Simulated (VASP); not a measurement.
Runs of VASP 6.6.1 on AlNi (CsCl type). The structure is that of space group Pm-3m (No. 221), or close to it. The cells are those of the table. 

```tsv
task	cell	cutoff (eV)	gap on the mesh (eV)	pressure (GPa)
relaxation of cell and atoms	relaxed to 140 GPa from a = 2.545 Å, 2 atoms	600	none	140.0
relaxation of cell and atoms	relaxed to 140 GPa from a = 2.586 Å, 2 atoms	600	none	140.0
single point	a = 2.545 Å, 2 atoms	520	none	(a)
single point	a = 2.544 Å, 2 atoms	520	none	140.6
```

Alike in all rows: level PBE; potentials or basis VASP PAW PBE potentials, release 64 (Ni, Al); no spin polarisation; k mesh 16 × 16 × 16; smearing fermi-dirac 0.05 eV.

Problem. Fill in the values left out.

Solution. (a) 139.9.

Caveats: the cell is relaxed towards a set pressure, so the enthalpy falls and the energy may rise (some runs).

A gap of «none» marks levels without a gap at the run's occupations.
